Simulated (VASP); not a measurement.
Runs of VASP 6.6.1 on Cs. The structure is cubic, space group Im-3m (No. 229). Conventional cell: a = 6.067 Å, b = 6.067 Å, c = 6.067 Å, α = 90.00°, β = 90.00°, γ = 90.00°. 

```tsv
k mesh	gap on the mesh (eV)	pressure (GPa)
7 × 7 × 7	none	0.1
4 × 4 × 4	none	0.1
3 × 3 × 3	none	(a)
2 × 2 × 2	none	-0.5
5 × 5 × 5	none	0.1
```

Alike in all rows: task single point; level PBE; potentials or basis VASP PAW PBE potentials, release 64 (Cs_sv); no spin polarisation; cell as given; cutoff (eV) 500; smearing fermi-dirac 0.1 eV.

Question: Estimate the missing entries.

Answer: (a) 0.0.

Caveats: some runs use coarse meshes; spin-orbit coupling is left out, which moves the levels of the heavy elements.

A k mesh can miss the band edges, and the runs leave out spin-orbit coupling on Cs.

A gap of «none» marks levels without a gap at the run's occupations.
